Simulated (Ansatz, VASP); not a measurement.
**One calculation of Al, two programs**

```
CELL_PARAMETERS angstrom
2.79123 0.00000 0.00000
-1.39562 2.41728 0.00000
0.00000 0.00000 9.24467
ATOMIC_POSITIONS crystal
Al 0.00000 0.00000 0.00000
Al 0.00000 0.00000 0.50000
Al 0.33333 0.66667 0.25000
Al 0.66667 0.33333 0.75000
```

Alike in both runs: task single point; functional PBEsol; k mesh 14 × 14 × 4; occupations fermi-dirac, width 0.1 eV; no spin polarisation.

|  | VASP | Ansatz |
| --- | --- | --- |
| version | VASP 6.6.1 | Ansatz 0.2.0 |
| potentials or method | VASP PAW PBE potentials, release 64 (Al), cutoff 520 eV | plane waves (420 eV) with PAW, scalar-relativistic |
| valence electrons in the cell | 12 | 12 |

```csv
,VASP,Ansatz,Ansatz less VASP
pressure (GPa),3.7,3.6,-0.08
"traceless stress, the component that is largest in VASP (GPa)",0.08,0.09,+0.011
```

VASP's potentials were made for PBE, not for PBEsol, and Ansatz warns of the same on its side.
